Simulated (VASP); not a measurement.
Wanted: the native input for a VASP 6.6.1 run.

* Task: single point
* Functional: r2SCAN
* Dispersion: rVV10
* Potentials or basis: VASP PAW PBE potentials, release 64 (Pt, Se)
* Cutoff: 520 eV
* k mesh: 6 × 6 × 6
* Occupations: fermi-dirac, width 0.03 eV
* Spin: no spin polarisation
* Dipole correction: no
* Further INCAR settings: ALGO = Normal; EDIFF = 1e-06; NBANDS = 31

Crystal: PtSe2.

```
Pt Se
1.0
    -2.82617    2.82617    4.30630
     2.82617   -2.82617    4.30630
     2.82617    2.82617   -4.30630
Pt Se
2 4
Direct
  0.00000 0.00000 0.00000
  0.75000 0.25000 0.50000
  0.37500 0.40836 0.53336
  0.15836 0.62500 0.03336
  0.59164 0.12500 0.96664
  0.87500 0.84164 0.46664
```

One way to write it, as run:

POSCAR

```
PtSe2
1.0
   -2.8261735471      2.8261735471      4.3063037244
    2.8261735471     -2.8261735471      4.3063037244
    2.8261735471      2.8261735471     -4.3063037244
Pt Se
2 4
Direct
    0.0000000000      0.0000000000      0.0000000000
    0.7500000000      0.2500000000      0.5000000000
    0.3750000000      0.4083639249      0.5333639249
    1.1583639249      0.6250000000      1.0333639249
    0.5916360751      0.1250000000     -0.0333639249
    0.8750000000     -0.1583639249      0.4666360751
```

INCAR.step1

```
SYSTEM = PtSe2
ALGO     = Normal         ! electronic algorithm
EDIFF    = 1E-4           ! SCF threshold, eV
ENCUT    = 520            ! plane-wave cutoff, eV
GGA      = PE             ! functional
ISMEAR   = -1             ! smearing method
LASPH    = .TRUE.         ! aspherical terms in the spheres
LCHARG   = .FALSE.        ! write CHGCAR
LREAL    = .FALSE.        ! projectors in reciprocal space
LWAVE    = .TRUE.         ! write WAVECAR
NBANDS   = 31             ! bands
NELM     = 60             ! most SCF steps
PREC     = Accurate       ! precision mode
SIGMA    = 0.03           ! smearing width, eV
```

INCAR.step2

```
SYSTEM = PtSe2
ALGO     = Normal         ! electronic algorithm
BPARAM   = 11.95        
CPARAM   = 0.0093       
EDIFF    = 1E-6           ! SCF threshold, eV
ENCUT    = 520            ! plane-wave cutoff, eV
ISIF     = 2              ! what is computed and relaxed
ISMEAR   = -1             ! smearing method
ISTART   = 1            
IVDW_NL  = 2            
LASPH    = .TRUE.         ! aspherical terms in the spheres
LCHARG   = .FALSE.        ! write CHGCAR
LMIXTAU  = .TRUE.       
LREAL    = .FALSE.        ! projectors in reciprocal space
LUSE_VDW = .TRUE.       
LWAVE    = .FALSE.        ! write WAVECAR
METAGGA  = R2SCAN         ! meta-GGA
NBANDS   = 31             ! bands
NELM     = 60             ! most SCF steps
PREC     = Accurate       ! precision mode
SIGMA    = 0.03           ! smearing width, eV
```

KPOINTS

```
k-points
0
G
  6 6 6
  0 0 0
```

Potentials or basis: VASP PAW PBE potentials, release 64 (Pt, Se).

Launch:

```bash
$ cat potpaw_PBE.64/Pt/POTCAR potpaw_PBE.64/Se/POTCAR > POTCAR
$ cp INCAR.step1 INCAR
$ mpirun -np 1 vasp_std > vasp.out
$ cp INCAR.step2 INCAR
$ mpirun -np 1 vasp_std > vasp.out
```

Results of the run:

| Property | Result |
| --- | --- |
| Pressure | 0.3 GPa |
| Largest force | 0.030 eV/Å |
| Band gap on the k mesh | zero (bands 22 and 23 overlap by 0.83 eV) |

Caveat: the PAW data sets were made with another functional, which shifts forces and pressure a little; spin-orbit coupling is left out, which moves the levels of the heavy elements.

Run time: 13 min on 1 thread of AMD EPYC 7R43 64-Core Processor (Zen 3), on a shared host, peak memory 0.76 GiB.
